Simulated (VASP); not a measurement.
A run of VASP 6.6.1:

POSCAR

```
CdS
1.0
    3.9280592432      0.0000000000      0.0000000000
   -1.9640296216      3.4017990922      0.0000000000
    0.0000000000      0.0000000000      6.7490000000
Cd S
2 2
Direct
    0.3333333333      0.6666666667      0.0000000000
    0.6666666667      0.3333333333      0.5000000000
    0.3333333333      0.6666666667      0.3850000000
    0.6666666667      0.3333333333      0.8850000000
```

INCAR.step1

```
SYSTEM = CdS
PREC     = Accurate       ! precision mode
ENCUT    = 520            ! plane-wave cutoff, eV
ISMEAR   = 0              ! smearing method
SIGMA    = 0.05           ! smearing width, eV
LREAL    = .False.        ! projectors in reciprocal space
LASPH    = .True.         ! aspherical terms in the spheres
NELM     = 60             ! most SCF steps
NBANDS   = 26             ! bands
GGA      = PE             ! functional
ALGO     = Normal         ! electronic algorithm
EDIFF    = 1E-4           ! SCF threshold, eV
LWAVE    = .True.         ! write WAVECAR
LCHARG   = .False.        ! write CHGCAR
```

The input INCAR.step2:

```
SYSTEM = CdS
PREC     = Accurate       ! precision mode
ENCUT    = 520            ! plane-wave cutoff, eV
EDIFF    = 1E-7           ! SCF threshold, eV
ISMEAR   = 0              ! smearing method
SIGMA    = 0.05           ! smearing width, eV
LREAL    = .False.        ! projectors in reciprocal space
LASPH    = .True.         ! aspherical terms in the spheres
NELM     = 60             ! most SCF steps
ALGO     = Normal         ! electronic algorithm
ISIF     = 2              ! what is computed and relaxed
LWAVE    = .False.        ! write WAVECAR
LCHARG   = .False.        ! write CHGCAR
METAGGA  = R2SCAN         ! meta-GGA
LMIXTAU  = .True.       
NBANDS   = 26             ! bands
ISTART   = 1
```

File KPOINTS:

```
Automatic mesh
0
Gamma
  12 12 4
  0 0 0
```

Potentials or basis: VASP PAW PBE potentials, release 64 (Cd, S).

Launch:

```console
$ cat potpaw_PBE.64/Cd/POTCAR potpaw_PBE.64/S/POTCAR > POTCAR
$ cp INCAR.step1 INCAR
$ mpirun -np 1 vasp_std > vasp.out
$ cp INCAR.step2 INCAR
$ mpirun -np 1 vasp_std > vasp.out
```

Hardware: 1 thread of Intel(R) Xeon(R) Platinum 8488C (Sapphire Rapids), with other jobs on the host.

Task: Estimate the wall time of this run.

Result: It took 6.5 min on 1 thread of Intel(R) Xeon(R) Platinum 8488C (Sapphire Rapids), on a shared host, peak memory 0.28 GiB. Counts: k points 57.
